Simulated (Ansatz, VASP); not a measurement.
**Two plane-wave programs on TePb**

```
CELL_PARAMETERS angstrom
0.00000 3.28478 3.28478
3.28478 0.00000 3.28478
3.28478 3.28478 0.00000
ATOMIC_POSITIONS crystal
Te 0.00000 0.00000 0.00000
Pb 0.50000 0.50000 0.50000
```

Alike in both runs: functional PBE; k mesh 6 × 6 × 6; occupations gaussian, width 0.02 eV; no spin polarisation.

Ansatz relaxed the structure, and its values are those at the end. VASP's run is a single point on that final structure, the one shown.

|  | VASP | Ansatz |
| --- | --- | --- |
| version | VASP 6.6.1 | Ansatz 0.2.0 |
| potentials or method | VASP PAW PBE potentials, release 64 (Te, Pb_d), cutoff 520 eV | scalar-relativistic, plane waves, PAW |
| valence electrons in the cell | 20 | 30 |

```tsv
	VASP	Ansatz	Ansatz less VASP
gap on the k mesh at the Fermi level (eV)	0.83	0.83	-0.004
least direct gap on the mesh (eV)	0.83	0.83	-0.004
pressure (GPa)	0.0	0.0	+0.04
```

VASP's potentials hold 20 valence electrons a cell and Ansatz's 30, so a difference there can come from the potentials and not from the codes.

Neither program's run includes spin-orbit coupling.
